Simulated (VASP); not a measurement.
# Mg3SiO: single point with PBE

Mg3SiO:

```xyz
5
Lattice="4.1780 0.0000 0.0000 0.0000 4.1780 0.0000 0.0000 0.0000 4.1780" Properties=species:S:1:pos:R:3 pbc="T T T"
Si    0.0000    0.0000    0.0000
O     2.0890    2.0890    2.0890
Mg    2.0890    2.0890    0.0000
Mg    2.0890    0.0000    2.0890
Mg    0.0000    2.0890    2.0890
```

```
Program                : VASP 6.6.1
Task                   : single point
Functional             : PBE
Potentials or basis    : VASP PAW PBE potentials, release 64 (Si, O, Mg_sv)
Cutoff                 : 840 eV
k mesh                 : 6 × 6 × 6
Occupations            : fermi-dirac, width 0.02 eV
Spin                   : no spin polarisation
Dipole correction      : no
Further INCAR settings : ALGO = Normal; EDIFF = 1e-06; NBANDS = 28
```

```json
{"Pressure": "2.5 GPa", "Band gap on the k mesh": "0.17 eV (least direct gap 0.58 eV)"}
```

Levels at points of the mesh, in eV from the valence-band top:
```tsv
k point	band 18	band 19	band 20	band 21	band 22	band 23
(0.00, 0.00, 0.00)	-0.37	-0.37	-0.37	0.70	0.70	2.04
(0.50, 0.00, 0.00)	-4.73	-0.59	-0.59	1.79	3.27	4.09
(0.50, 0.50, 0.00)	-2.57	-2.57	-0.27	0.31	2.59	3.06
(0.50, 0.50, 0.50)	-3.40	-3.40	-3.40	1.85	1.85	1.85
```

Run time: 63 s on 1 thread of Intel(R) Xeon(R) Platinum 8259CL CPU @ 2.50GHz (Skylake/Cascade Lake), with other jobs on the host, peak memory 0.27 GiB.

Caveat: semilocal functionals underestimate gaps, and a narrow one can read as zero. A k mesh can miss the band edges.
